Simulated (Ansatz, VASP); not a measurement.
# Ag in VASP and in Ansatz

```xyz
1
Lattice="0.0000 2.0431 1.9920 2.0431 0.0000 1.9920 2.0431 2.0431 0.0000" Properties=species:S:1:pos:R:3 pbc="T T T"
Ag    0.0000    0.0000    0.0000
```

Change from the starting cell: strain +0.000 along x and y, -0.025 along z, atoms carried along.

Alike in both runs: task single point; functional PBEsol; k mesh 20 × 20 × 20; occupations gaussian, width 0.15 eV; no spin polarisation.

|  | VASP | Ansatz |
| --- | --- | --- |
| version | VASP 6.6.1 | Ansatz 0.2.0 |
| potentials or method | VASP PAW PBE potentials, release 64 (Ag), cutoff 520 eV | scalar-relativistic, plane waves, PAW |
| valence electrons in the cell | 11 | 19 |

VASP gave:

| Item | Value |
| --- | --- |
| gap on the k mesh at the Fermi level (eV) | none |
| pressure (GPa) | 0.0 |
| traceless stress, the component that is largest in VASP (GPa) | 0.64 |

Question: Which values does Ansatz return?

Answer: gap on the k mesh at the Fermi level (eV): none; pressure (GPa): 0.2; traceless stress, the component that is largest in VASP (GPa): 0.65.

VASP's potentials were made for PBE, not for PBEsol. A gap of «none» marks a metal or a gap that the smearing closes. VASP's potentials hold 11 valence electrons a cell and Ansatz's 19, so a difference there can come from the potentials and not from the codes.
